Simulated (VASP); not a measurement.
# Ta2H3 (P4/mbm) in VASP: notebook, part 2 of 2

VASP 6.6.1. The steps go on from the part before.

### 3 Single point, PBE

This run uses another cell than the first one, of 9.49 Å³/atom.

Contents of INCAR:

```
SYSTEM = Ta2H3
PREC = Accurate ; ENCUT = 520
EDIFF = 1E-7 ; ISMEAR = 0
SIGMA = 0.1 ; LREAL = .False.
LASPH = .True. ; NELM = 60
ALGO = Normal ; ISIF = 2
LWAVE = .False. ; LCHARG = .False.
GGA = PE ; NBANDS = 36
```

Contents of KPOINTS:

```
Automatic mesh
0
Gamma
  8 8 14
  0 0 0
```

Contents of POSCAR:

```
Ta2H3
1.0
    5.7624960806      0.0000000000      0.0000000000
    0.0000000000      5.7624960806      0.0000000000
    0.0000000000      0.0000000000      2.8571300591
Ta H
4 6
Direct
    0.2862372284      0.7862372284      0.0000000000
    0.2137627716      0.2862372284      0.0000000000
    0.7137627716      0.2137627716      0.0000000000
    0.7862372284      0.7137627716      0.0000000000
    0.0000000000      0.0000000000      0.0000000000
    0.5000000000      0.5000000000      0.0000000000
    0.1189256513      0.6189256513      0.5000000000
    0.3810743487      0.1189256513      0.5000000000
    0.8810743487      0.3810743487      0.5000000000
    0.6189256513      0.8810743487      0.5000000000
```

Potentials or basis: VASP PAW PBE potentials, release 64 (Ta_pv, H).

On the command line:

```sh
$ cat potpaw_PBE.64/Ta_pv/POTCAR potpaw_PBE.64/H/POTCAR > POTCAR
$ mpirun -np 1 vasp_std > vasp.out
```

OUTCAR:

```text
SYSTEM = Ta2H3
   PREC = Accurate
   ENCUT = 520
   EDIFF = 1E-7
   ISMEAR = 0
   LREAL = .False.
   LASPH = .True.
   NELM = 60
   ISIF = 2
   GGA = PE

 ion  position               nearest neighbor table
   1  0.286  0.786  0.000-   7 1.97   7 1.97   5 2.06   6 2.06   2 2.91   4 2.91   2 2.91   4 2.91
                             3 3.48
   2  0.214  0.286  0.000-   8 1.97   8 1.97   5 2.06   6 2.06   1 2.91   3 2.91   1 2.91   3 2.91
                             4 3.48
   3  0.714  0.214  0.000-   9 1.97   9 1.97   5 2.06   6 2.06   2 2.91   4 2.91   4 2.91   2 2.91
                             1 3.48
   4  0.786  0.714  0.000-  10 1.97  10 1.97   5 2.06   6 2.06   1 2.91   3 2.91   3 2.91   1 2.91
                             2 3.48
   5  0.000  0.000  0.000-   1 2.06   2 2.06   3 2.06   4 2.06
   6  0.500  0.500  0.000-   1 2.06   2 2.06   3 2.06   4 2.06
   7  0.119  0.619  0.500-   1 1.97   1 1.97
   8  0.381  0.119  0.500-   2 1.97   2 1.97
   9  0.881  0.381  0.500-   3 1.97   3 1.97
  10  0.619  0.881  0.500-   4 1.97   4 1.97

  LATTYP: Found a simple tetragonal cell.
 ALAT       =     5.7624960806
 C/A-ratio  =     0.4958146642

  Lattice vectors:

 A1 = (   5.7624960806,   0.0000000000,   0.0000000000)
 A2 = (   0.0000000000,   5.7624960806,   0.0000000000)
 A3 = (   0.0000000000,   0.0000000000,   2.8571300591)

Analysis of symmetry for initial positions (statically):
=====================================================================
 Subroutine PRICEL returns:
 Original cell was already a primitive cell.

 Routine SETGRP: Setting up the symmetry group for a
 simple tetragonal supercell.

 Subroutine GETGRP returns: Found 16 space group operations
 (whereof  8 operations were pure point group operations)
 out of a pool of 16 trial point group operations.

The static configuration has the point symmetry C_4h.
 The point group associated with its full space group is D_4h.

Analysis of symmetry for dynamics (positions and initial velocities):
=====================================================================
 Subroutine PRICEL returns:
[... 151 lines left out ...]
   GGA     = PE    functional components
   LHFCALC =     F    Hartree Fock is set to
   AEXX    =    0.0000 exact exchange contribution
   IVDW    =     0    specifies the selected vdW correction
   LEPSILON=     F    determine dielectric tensor
   LRPA    =     F    only Hartree local field effects (RPA)
 non-spin polarized calculation
 Gauss-broadening in eV      SIGMA  =   0.10
  energy-cutoff  :      520.00
  volume of cell :       94.87
 maximum number of plane-waves:      2592
 NGX is ok and might be reduce to    48
   NGX = 21   NGY = 21   NGZ = 11

 number of electron      50.0000002 magnetization

 Free energy of the ion-electron system (eV)
  ---------------------------------------------------
  ext. energy  EPLUGINS =         0.00000000
  ---------------------------------------------------
  free energy    TOTEN  =       -64.37274421 eV

  energy without entropy =      -64.34912046  energy(sigma->0) =      -64.36093234

 E-fermi :   5.3496     XC(G=0): -11.8849

 val. band max:        5.3488873193   @ k =   0.3750   0.2500   0.3571
 cond. band min:       5.3519152067   @ k =   0.1250   0.0000   0.3571
 fundamental gap:      0.0030278874
 Fermi energy:         5.3496371395

 k-point     1 :       0.0000    0.0000    0.0000
  band No.  band energies     occupation
      1     -29.7832      2.00000
      2     -29.7523      2.00000
      3     -29.6565      2.00000
      4     -29.6565      2.00000
      5     -29.0297      2.00000
      6     -29.0297      2.00000
[... 925 lines left out ...]
     35       9.3172      0.00000
     36       9.3172      0.00000

 [... further k-points ...]
[... 5 lines left out ...]
  --------------------------------------------------------------------------------------
  -------------------------------------------------------------------------------------
  Total        0.0521373      0.0521373      0.0207684      0.0000000     -0.0000000      0.0000000
  in kB        0.8804562      0.8804562      0.3507215      0.0000000     -0.0000000      0.0000000
  external PRESSURE =       0.7038779 kB  Pullay stress =       0.0000000 kB

 VOLUME and BASIS-vectors are now :
 -----------------------------------------------------------------------------
  energy-cutoff  :      520.00
  volume of cell :       94.87
      direct lattice vectors                 reciprocal lattice vectors
     5.762496081  0.000000000  0.000000000     0.173535910  0.000000000  0.000000000
     0.000000000  5.762496081  0.000000000     0.000000000  0.173535910  0.000000000
     0.000000000  0.000000000  2.857130059     0.000000000  0.000000000  0.350001568

 POSITION                                       TOTAL-FORCE (eV/Angst)
 -----------------------------------------------------------------------------------
      1.64944      4.53069      0.00000         0.003024      0.003024      0.000000
      1.23181      1.64944      0.00000        -0.003024      0.003024     -0.000000
      4.11306      1.23181      0.00000        -0.003024     -0.003024      0.000000
      4.53069      4.11306      0.00000         0.003024     -0.003024      0.000000
      0.00000      0.00000      0.00000        -0.000000     -0.000000      0.000000
      2.88125      2.88125      0.00000        -0.000000     -0.000000      0.000000
      0.68531      3.56656      1.42857        -0.002943     -0.002943      0.000000
      2.19594      0.68531      1.42857         0.002943     -0.002943      0.000000
      5.07719      2.19594      1.42857         0.002943      0.002943      0.000000
      3.56656      5.07719      1.42857        -0.002943      0.002943     -0.000000
 -----------------------------------------------------------------------------------
    total drift:                                0.000000      0.000000      0.000000

  FREE ENERGIE OF THE ION-ELECTRON SYSTEM (eV)
  ---------------------------------------------------
  free  energy   TOTEN  =       -64.3727442131 eV

  energy  without entropy=      -64.3491204636  energy(sigma->0) =      -64.36093234
```

OSZICAR:

```text
N       E                     dE             d eps       ncg     rms          rms(c)
DAV:   1     0.433020711523E+03    0.43302E+03   -0.26575E+04  8640   0.139E+03
DAV:   2    -0.488817041595E+02   -0.48190E+03   -0.46602E+03  9772   0.408E+02
DAV:   3    -0.673926198716E+02   -0.18511E+02   -0.17794E+02 10816   0.735E+01
DAV:   4    -0.677631905450E+02   -0.37057E+00   -0.36556E+00 10472   0.944E+00
DAV:   5    -0.677700867708E+02   -0.68962E-02   -0.68870E-02 10364   0.109E+00    0.292E+01
DAV:   6    -0.648160088526E+02    0.29541E+01   -0.53934E+00 10208   0.116E+01    0.134E+01
DAV:   7    -0.643909356498E+02    0.42507E+00   -0.25923E+00 10544   0.751E+00    0.179E+00
DAV:   8    -0.643755551316E+02    0.15381E-01   -0.21882E-01  9680   0.231E+00    0.459E-01
DAV:   9    -0.643726911262E+02    0.28640E-02   -0.14713E-02  9756   0.686E-01    0.133E-01
DAV:  10    -0.643727661187E+02   -0.74992E-04   -0.60354E-04 10580   0.131E-01    0.553E-02
DAV:  11    -0.643727473148E+02    0.18804E-04   -0.20943E-04 10060   0.711E-02    0.113E-02
DAV:  12    -0.643727439308E+02    0.33840E-05   -0.12921E-05  9592   0.186E-02    0.200E-03
DAV:  13    -0.643727441471E+02   -0.21628E-06   -0.50685E-07  9008   0.364E-03    0.521E-04
DAV:  14    -0.643727442131E+02   -0.66078E-07   -0.26164E-08  5040   0.111E-03
   1 F= -.64372744E+02 E0= -.64360932E+02  d E =-.236237E-01
```

stdout:

```text
POSCAR found type information on POSCAR TaH
 POSCAR found :  2 types and      10 ions
 scaLAPACK will be used
 LDA part: xc-table for (Slater+PW92), standard interpolation
 POSCAR, INCAR and KPOINTS ok, starting setup
 FFT: planning ... GRIDC
 FFT: planning ... GRID_SOFT
 FFT: planning ... GRID
 WAVECAR not read
 entering main loop
```

Wall time 3.9 min (1 thread of AMD EPYC 9R45 (Zen 5), shared host); peak memory 0.41 GiB.

Results:

| Quantity | Value |
| --- | --- |
| Free energy | -64.3727 eV |
| Pressure | 0.1 GPa |
| Largest force | 0.004 eV/Å |
| Band gap on the k mesh | zero (bands 25 and 26 overlap by 1.35 eV) |

Forces on the atoms (eV/Å):
```
Ta   0.003  0.003  0.000
Ta  -0.003  0.003  0.000
Ta  -0.003 -0.003  0.000
Ta   0.003 -0.003  0.000
H    0.000  0.000  0.000
H    0.000  0.000  0.000
H   -0.003 -0.003  0.000
H    0.003 -0.003  0.000
H    0.003  0.003  0.000
H   -0.003  0.003  0.000
```

Caveat: spin-orbit coupling is left out, which moves the levels of the heavy elements.

The gap in the log of VASP goes by the Fermi energy; the results here count the filled bands.